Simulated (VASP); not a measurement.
# MgO2 (R-3m) in VASP: further runs

MgO2 is run at these levels: r2SCAN; tasks: single point.

Everything below comes from runs of VASP 6.6.1. Logs are shortened: lines on timing, memory, paths and dates and some standing lists are left out, and cuts for length are marked.

### 1 The cell of the first run

Symmetry: R-3m, No. 166, trigonal system. The conventional cell has a = 2.728 Å, b = 2.728 Å, c = 10.482 Å, α = 90.00°, β = 90.00°, γ = 120.00°. Mg (site symmetry -3m) has 6 O at 1.87 Å within 2.5 Å. O (site symmetry 3m) has 1 O at 1.49 Å and 3 Mg at 1.87 Å within 2.0 Å.

### 2 Single point, r2SCAN (strain -0.1500 x Voigt [1, 1, 0, 0, 0, 0])

The input, POSCAR:

```
MgO2
1.0
    1.3640468636      0.7875328239      3.4939788749
   -1.3640468636      0.7875328239      3.4939788749
    0.0000000000     -1.5750656478      3.4939788749
Mg O
1 2
Direct
    0.0000000000      0.0000000000      0.0000000000
    0.4287860000      0.4287860000      0.4287860000
    0.5712140000      0.5712140000      0.5712140000
```

The input, INCAR.step1:

```
SYSTEM = MgO2
PREC     = Accurate       ! precision mode
ENCUT    = 520            ! plane-wave cutoff, eV
ISMEAR   = 0              ! smearing method
SIGMA    = 0.05           ! smearing width, eV
LREAL    = .False.        ! projectors in reciprocal space
LASPH    = .True.         ! aspherical terms in the spheres
NELM     = 80             ! most SCF steps
NBANDS   = 14             ! bands
GGA      = PE             ! functional
ALGO     = Normal         ! electronic algorithm
EDIFF    = 1E-4           ! SCF threshold, eV
LWAVE    = .True.         ! write WAVECAR
LCHARG   = .False.        ! write CHGCAR
```

The input, INCAR.step2:

```
SYSTEM = MgO2
PREC     = Accurate       ! precision mode
ENCUT    = 520            ! plane-wave cutoff, eV
EDIFF    = 1E-6           ! SCF threshold, eV
ISMEAR   = 0              ! smearing method
SIGMA    = 0.05           ! smearing width, eV
LREAL    = .False.        ! projectors in reciprocal space
LASPH    = .True.         ! aspherical terms in the spheres
NELM     = 80             ! most SCF steps
ALGO     = Normal         ! electronic algorithm
ISIF     = 2              ! what is computed and relaxed
LWAVE    = .False.        ! write WAVECAR
LCHARG   = .False.        ! write CHGCAR
METAGGA  = R2SCAN         ! meta-GGA
LMIXTAU  = .True.       
NBANDS   = 14             ! bands
ISTART   = 1
```

The input, KPOINTS:

```
regular mesh
0
Gamma
  12 12 12
  0 0 0
```

Potentials or basis: VASP PAW PBE potentials, release 64 (Mg, O).

On the command line:

```bash
cat potpaw_PBE.64/Mg/POTCAR potpaw_PBE.64/O/POTCAR > POTCAR
cp INCAR.step1 INCAR
mpirun -np 1 vasp_std > vasp.out
cp INCAR.step2 INCAR
mpirun -np 1 vasp_std > vasp.out
```

OUTCAR:

```text
SYSTEM = MgO2
   PREC = Accurate
   ENCUT = 520
   EDIFF = 1E-6
   ISMEAR = 0
   LREAL = .False.
   LASPH = .True.
   NELM = 80
   ISIF = 2
   METAGGA = R2SCAN
   ISTART = 1

 ion  position               nearest neighbor table
   1  0.000  0.000  0.000-   3 1.87   3 1.87   2 1.87   2 1.87   3 1.87   2 1.87
   2  0.429  0.429  0.429-   3 1.49   1 1.87   1 1.87   1 1.87
   3  0.571  0.571  0.571-   2 1.49   1 1.87   1 1.87   1 1.87

  LATTYP: Found a trigonal (rhomboedric) cell.
 ALAT       =     3.8325866165
 COS(alpha) =     0.7466595014

  Lattice vectors:

 A1 = (   1.3640468636,   0.7875328239,   3.4939788749)
 A2 = (  -1.3640468636,   0.7875328239,   3.4939788749)
 A3 = (   0.0000000000,  -1.5750656478,   3.4939788749)

Analysis of symmetry for initial positions (statically):
=====================================================================
 Subroutine PRICEL returns:
 Original cell was already a primitive cell.

 Routine SETGRP: Setting up the symmetry group for a
 trigonal (rhombohedral) supercell.

 Subroutine GETGRP returns: Found 12 space group operations
 (whereof 12 operations were pure point group operations)
 out of a pool of 12 trial point group operations.

The static configuration has the point symmetry D_3d.

Analysis of symmetry for dynamics (positions and initial velocities):
=====================================================================
 Subroutine PRICEL returns:
 Original cell was already a primitive cell.

 Routine SETGRP: Setting up the symmetry group for a
 trigonal (rhombohedral) supercell.

 Subroutine GETGRP returns: Found 12 space group operations
 (whereof 12 operations were pure point group operations)
 out of a pool of 12 trial point group operations.

The dynamic configuration has the point symmetry D_3d.

 Subroutine INISYM returns: Found 12 space group operations
 (whereof 12 operations are pure point group operations),
 and found     1 'primitive' translations

----------------------------------------------------------------------------------------

                                     Primitive cell

  volume of cell :      22.5201

  direct lattice vectors                    reciprocal lattice vectors
     1.364046864  0.787532824  3.493978875     0.366556321  0.211631391  0.095402218
    -1.364046864  0.787532824  3.493978875    -0.366556321  0.211631391  0.095402218
     0.000000000 -1.575065648  3.493978875     0.000000000 -0.423262781  0.095402218

  length of vectors
     3.832586617  3.832586617  3.832586617     0.433881280  0.433881280  0.433881280
[... 90 lines left out ...]
   ISYM   =      2    0-nonsym 1-usesym 2-fastsym
   POTIM  = 0.5000    time-step for ionic-motion
   TEBEG  =    0.0;   TEEND  =   0.0 temperature during run
   PSTRESS=    0.0 pullay stress
   NELECT =      14.0000    total number of electrons
   NUPDOWN=      -1.0000    fix difference up-down
   EMIN   =  10.00;   EMAX   =-10.00  energy-range for DOS
   EFERMI =   0.00;   METHOD = LEGACY
   ISMEAR =     0;   SIGMA  =   0.05  broadening in eV -4-tet -1-fermi 0-gaus
   EFERMI_NEDOS =   21; number of points for ismear=-14 and -15
   IALGO  =     38    algorithm
   IMIX   =      4    mixing-type and parameters
     AMIX     =   0.40;   BMIX     =  1.00
     AMIX_MAG =   1.60;   BMIX_MAG =  1.00
  volume/ion in A,a.u.               =       7.51        50.66
  Fermi-wavevector in a.u.,A,eV,Ry     =   1.397208  2.640340 26.561154  1.952190
  Thomas-Fermi vector in A             =   2.520487
   LORBIT       =      0    0 simple, 1 ext, 2 COOP (PROOUT), +10 PAW based schemes
   METAGGA = R2SCAN    functional components
   LHFCALC =     F    Hartree Fock is set to
   AEXX    =    0.0000 exact exchange contribution
   IVDW    =     0    specifies the selected vdW correction
   LEPSILON=     F    determine dielectric tensor
   LRPA    =     F    only Hartree local field effects (RPA)
 non-spin polarized calculation
 Gauss-broadening in eV      SIGMA  =   0.05
  energy-cutoff  :      520.00
  volume of cell :       22.52
 maximum number of plane-waves:       616
 NGX is ok and might be reduce to    30
   NGX = 15   NGY = 15   NGZ = 15

 number of electron      14.0000000 magnetization

 Free energy of the ion-electron system (eV)
  ---------------------------------------------------
  ext. energy  EPLUGINS =         0.00000000
  ---------------------------------------------------
  free energy    TOTEN  =       -20.02451966 eV

  energy without entropy =      -20.02451966  energy(sigma->0) =      -20.02451966

 E-fermi :   5.2060     XC(G=0): -12.5992

 val. band max:        4.8749583862   @ k =   0.5000   0.5000   0.5000
 cond. band min:       6.7916966838   @ k =   0.5000   0.5000   0.5000
 fundamental gap:      1.9167382976
 Fermi energy:         5.2060222476

 k-point     1 :       0.0000    0.0000    0.0000
  band No.  band energies     occupation
      1     -18.7839      2.00000
      2     -11.7601      2.00000
      3      -4.4615      2.00000
      4       1.7747      2.00000
      5       1.7747      2.00000
      6       3.8580      2.00000
      7       3.8580      2.00000
      8      10.0813      0.00000
      9      13.6429      0.00000
     10      20.2294      0.00000
     11      21.4813      0.00000
     12      24.2745      0.00000
     13      24.2745      0.00000
     14      28.4909      0.00000
[... 377 lines left out ...]
      1     -17.4095      2.00000
      2     -11.8689      2.00000
      3      -2.9674      2.00000
      4      -2.1529      2.00000
      5       0.1876      2.00000
      6       2.3649      2.00000
      7       2.8646      2.00000
      8       9.0732      0.00000
      9      18.2106      0.00000
     10      20.4584      0.00000
     11      21.0461      0.00000
     12      22.6146      0.00000
     13      23.4332      0.00000
     14      28.6719      0.00000

 [... further k-points ...]
[... 5 lines left out ...]
  --------------------------------------------------------------------------------------
  -------------------------------------------------------------------------------------
  Total       11.8755908     11.8755908      2.2522354      0.0000000     -0.0000000      0.0000000
  in kB      844.8825240    844.8825241    160.2340733      0.0000000     -0.0000000      0.0000000
  external PRESSURE =     616.6663738 kB  Pullay stress =       0.0000000 kB

 VOLUME and BASIS-vectors are now :
 -----------------------------------------------------------------------------
  energy-cutoff  :      520.00
  volume of cell :       22.52
      direct lattice vectors                 reciprocal lattice vectors
     1.364046864  0.787532824  3.493978875     0.366556321  0.211631391  0.095402218
    -1.364046864  0.787532824  3.493978875    -0.366556321  0.211631391  0.095402218
     0.000000000 -1.575065648  3.493978875     0.000000000 -0.423262781  0.095402218

 POSITION                                       TOTAL-FORCE (eV/Angst)
 -----------------------------------------------------------------------------------
      0.00000      0.00000      0.00000         0.000000      0.000000      0.000000
      0.00000      0.00000      4.49451         0.000000     -0.000000      3.423014
      0.00000      0.00000      5.98743         0.000000     -0.000000     -3.423014
 -----------------------------------------------------------------------------------
    total drift:                                0.000000     -0.000000      0.000000

  FREE ENERGIE OF THE ION-ELECTRON SYSTEM (eV)
  ---------------------------------------------------
  free  energy   TOTEN  =       -20.0245196641 eV

  energy  without entropy=      -20.0245196641  energy(sigma->0) =      -20.02451966
```

OSZICAR.step1:

```text
N       E                     dE             d eps       ncg     rms          rms(c)
DAV:   1     0.427100574984E+02    0.42710E+02   -0.81351E+03  5994   0.950E+02
DAV:   2    -0.146400482920E+02   -0.57350E+02   -0.54402E+02  6810   0.207E+02
DAV:   3    -0.161157510226E+02   -0.14757E+01   -0.14730E+01  6282   0.297E+01
DAV:   4    -0.161203649573E+02   -0.46139E-02   -0.46138E-02  6432   0.191E+00
DAV:   5    -0.161203846998E+02   -0.19742E-04   -0.19742E-04  6340   0.115E-01    0.907E+00
DAV:   6    -0.147267034666E+02    0.13937E+01   -0.18403E+00  5484   0.124E+01    0.398E+00
DAV:   7    -0.145523190199E+02    0.17438E+00   -0.41931E-01  6300   0.581E+00    0.159E+00
DAV:   8    -0.145481074921E+02    0.42115E-02   -0.42870E-02  5430   0.200E+00    0.262E-01
DAV:   9    -0.145486342674E+02   -0.52678E-03   -0.73820E-03  5874   0.661E-01    0.834E-02
DAV:  10    -0.145487216064E+02   -0.87339E-04   -0.19365E-04  6366   0.145E-01
   1 F= -.14548722E+02 E0= -.14548722E+02  d E =-.585757E-24
```

It took 7 min on 1 thread of Intel Xeon Platinum 8259CL at 2.50GHz (Skylake/Cascade Lake), shared host; peak memory 0.21 GiB.

What came out:

- Free energy: -20.0245 eV
- Pressure: 61.7 GPa
- Largest force: 3.423 eV/Å
- Band gap on the k mesh: 1.92 eV

Forces in eV/Å, atoms in the order of the input:
```
Mg   0.000  0.000  0.000
O    0.000  0.000  3.423
O    0.000  0.000 -3.423
```

Caveat: the cell differs from its parent crystal (strain -0.1500 x Voigt [1, 1, 0, 0, 0, 0]); the cell stands under pressure; the PAW data sets were made with another functional, which shifts forces and pressure a little. A k mesh can miss the band edges.

### 3 Single point, r2SCAN (strain -0.1125 x Voigt [1, 1, 0, 0, 0, 0])

The input, POSCAR:

```
MgO2
1.0
    1.4242254017      0.8222769191      3.4939788749
   -1.4242254017      0.8222769191      3.4939788749
    0.0000000000     -1.6445538381      3.4939788749
Mg O
1 2
Direct
    0.0000000000      0.0000000000      0.0000000000
    0.4287860000      0.4287860000      0.4287860000
    0.5712140000      0.5712140000      0.5712140000
```

The input, INCAR.step1:

```
SYSTEM = MgO2
PREC = Accurate
ENCUT = 520
ISMEAR = 0
SIGMA = 0.05
LREAL = .False.
LASPH = .True.
NELM = 60
NBANDS = 14
GGA = PE
ALGO = Normal
EDIFF = 1E-4
LWAVE = .True.
LCHARG = .False.
```

The input, INCAR.step2:

```
SYSTEM = MgO2
PREC = Accurate
ENCUT = 520
EDIFF = 1E-7
ISMEAR = 0
SIGMA = 0.05
LREAL = .False.
LASPH = .True.
NELM = 60
ALGO = Normal
ISIF = 2
LWAVE = .False.
LCHARG = .True.
METAGGA = R2SCAN
LMIXTAU = .True.
LELF = .True.
LVHAR = .True.
NBANDS = 14
ISTART = 1
```

KPOINTS is that of step 2.

Potentials or basis: VASP PAW PBE potentials, release 64 (Mg, O).

On the command line:

```bash
cat potpaw_PBE.64/Mg/POTCAR potpaw_PBE.64/O/POTCAR > POTCAR
cp INCAR.step1 INCAR
mpirun -np 1 vasp_std > vasp.out
cp INCAR.step2 INCAR
mpirun -np 1 vasp_std > vasp.out
```

OUTCAR:

```text
SYSTEM = MgO2
   PREC = Accurate
   ENCUT = 520
   EDIFF = 1E-7
   ISMEAR = 0
   LREAL = .False.
   LASPH = .True.
   NELM = 60
   ISIF = 2
   METAGGA = R2SCAN
   ISTART = 1

 ion  position               nearest neighbor table
   1  0.000  0.000  0.000-   3 1.92   3 1.92   2 1.92   2 1.92   3 1.92   2 1.92
   2  0.429  0.429  0.429-   3 1.49   1 1.92   1 1.92   1 1.92
   3  0.571  0.571  0.571-   2 1.49   1 1.92   1 1.92   1 1.92

  LATTYP: Found a trigonal (rhomboedric) cell.
 ALAT       =     3.8616635929
 COS(alpha) =     0.7279563614

  Lattice vectors:

 A1 = (   1.4242254017,   0.8222769191,   3.4939788749)
 A2 = (  -1.4242254017,   0.8222769191,   3.4939788749)
 A3 = (   0.0000000000,  -1.6445538381,   3.4939788749)

Analysis of symmetry for initial positions (statically):
=====================================================================
 Subroutine PRICEL returns:
 Original cell was already a primitive cell.

 Routine SETGRP: Setting up the symmetry group for a
 trigonal (rhombohedral) supercell.

 Subroutine GETGRP returns: Found 12 space group operations
 (whereof 12 operations were pure point group operations)
 out of a pool of 12 trial point group operations.

The static configuration has the point symmetry D_3d.

Analysis of symmetry for dynamics (positions and initial velocities):
=====================================================================
 Subroutine PRICEL returns:
 Original cell was already a primitive cell.

 Routine SETGRP: Setting up the symmetry group for a
 trigonal (rhombohedral) supercell.

 Subroutine GETGRP returns: Found 12 space group operations
 (whereof 12 operations were pure point group operations)
 out of a pool of 12 trial point group operations.

The dynamic configuration has the point symmetry D_3d.

 Subroutine INISYM returns: Found 12 space group operations
 (whereof 12 operations are pure point group operations),
 and found     1 'primitive' translations

[... 123 lines left out ...]
   AEXX    =    0.0000 exact exchange contribution
   IVDW    =     0    specifies the selected vdW correction
   LEPSILON=     F    determine dielectric tensor
   LRPA    =     F    only Hartree local field effects (RPA)
 non-spin polarized calculation
 Gauss-broadening in eV      SIGMA  =   0.05
  energy-cutoff  :      520.00
  volume of cell :       24.55
 maximum number of plane-waves:       672
 NGX is ok and might be reduce to    30
   NGX = 15   NGY = 15   NGZ = 15

 number of electron      14.0000000 magnetization

 Free energy of the ion-electron system (eV)
  ---------------------------------------------------
  ext. energy  EPLUGINS =         0.00000000
  ---------------------------------------------------
  free energy    TOTEN  =       -20.86200749 eV

  energy without entropy =      -20.86200749  energy(sigma->0) =      -20.86200749

 E-fermi :   4.3097     XC(G=0): -12.0846

 val. band max:        4.0181118691   @ k =   0.5000   0.5000   0.5000
 cond. band min:       6.3248179799   @ k =   0.5000   0.5000   0.5000
 fundamental gap:      2.3067061108
 Fermi energy:         4.3097283558

 k-point     1 :       0.0000    0.0000    0.0000
  band No.  band energies     occupation
      1     -19.1635      2.00000
      2     -12.1953      2.00000
      3      -4.7583      2.00000
      4       0.8223      2.00000
      5       0.8223      2.00000
      6       3.0518      2.00000
      7       3.0518      2.00000
      8       9.3922      0.00000
      9      11.7604      0.00000
     10      18.6986      0.00000
     11      20.3028      0.00000
     12      22.4518      0.00000
     13      22.4518      0.00000
     14      25.9555      0.00000
[... 377 lines left out ...]
      1     -18.0872      2.00000
      2     -12.4148      2.00000
      3      -3.4332      2.00000
      4      -2.5821      2.00000
      5      -0.4794      2.00000
      6       1.9385      2.00000
      7       2.2035      2.00000
      8       8.4516      0.00000
      9      16.5181      0.00000
     10      18.6180      0.00000
     11      19.9217      0.00000
     12      20.6435      0.00000
     13      21.7547      0.00000
     14      26.4191      0.00000

 [... further k-points ...]
[... 5 lines left out ...]
  --------------------------------------------------------------------------------------
  -------------------------------------------------------------------------------------
  Total        7.5446244      7.5446244      0.8549987      0.0000000      0.0000000      0.0000000
  in kB      492.3567005    492.3567005     55.7965948      0.0000000      0.0000000      0.0000000
  external PRESSURE =     346.8366653 kB  Pullay stress =       0.0000000 kB

 VOLUME and BASIS-vectors are now :
 -----------------------------------------------------------------------------
  energy-cutoff  :      520.00
  volume of cell :       24.55
      direct lattice vectors                 reciprocal lattice vectors
     1.424225402  0.822276919  3.493978875     0.351068026  0.202689219  0.095402218
    -1.424225402  0.822276919  3.493978875    -0.351068026  0.202689219  0.095402218
     0.000000000 -1.644553838  3.493978875     0.000000000 -0.405378438  0.095402218

 POSITION                                       TOTAL-FORCE (eV/Angst)
 -----------------------------------------------------------------------------------
      0.00000      0.00000      0.00000         0.000000     -0.000000      0.000000
      0.00000      0.00000      4.49451        -0.000000      0.000000      2.162591
      0.00000      0.00000      5.98743        -0.000000     -0.000000     -2.162591
 -----------------------------------------------------------------------------------
    total drift:                                0.000000     -0.000000      0.000000

  FREE ENERGIE OF THE ION-ELECTRON SYSTEM (eV)
  ---------------------------------------------------
  free  energy   TOTEN  =       -20.8620074912 eV

  energy  without entropy=      -20.8620074912  energy(sigma->0) =      -20.86200749
```

OUTCAR.step1:

```text
SYSTEM = MgO2
   PREC = Accurate
   ENCUT = 520
   ISMEAR = 0
   LREAL = .False.
   LASPH = .True.
   NELM = 60
[... 633 lines left out ...]
      0.00000      0.00000      0.00000        -0.000000      0.000000      0.000000
      0.00000      0.00000      4.49451         0.000000      0.000000      2.132886
      0.00000      0.00000      5.98743         0.000000     -0.000000     -2.132886
 -----------------------------------------------------------------------------------
    total drift:                                0.000000     -0.000000      0.000000

  FREE ENERGIE OF THE ION-ELECTRON SYSTEM (eV)
  ---------------------------------------------------
  free  energy   TOTEN  =       -15.4619151537 eV

  energy  without entropy=      -15.4619151537  energy(sigma->0) =      -15.46191515
```

Wall time 7.3 min (1 thread of Intel Xeon Platinum 8259CL at 2.50GHz (Skylake/Cascade Lake), shared host); peak memory 0.21 GiB.

Results:

| Item | Value |
| --- | --- |
| Free energy | -20.8620 eV |
| Pressure | 34.7 GPa |
| Largest force | 2.163 eV/Å |
| Band gap on the k mesh | 2.31 eV |

Forces in eV/Å, atoms in the order of the input:
```
Mg   0.000  0.000  0.000
O    0.000  0.000  2.163
O    0.000  0.000 -2.163
```

Stress tensor (GPa, compression positive):
```
49.24  0.00  0.00
 0.00 49.24  0.00
 0.00  0.00  5.58
```

Caveat: the cell differs from its parent crystal (strain -0.1125 x Voigt [1, 1, 0, 0, 0, 0]); the cell stands under pressure; the PAW data sets were made with another functional, which shifts forces and pressure a little. A k mesh can miss the band edges.

(Continued in part 2 of 2.)
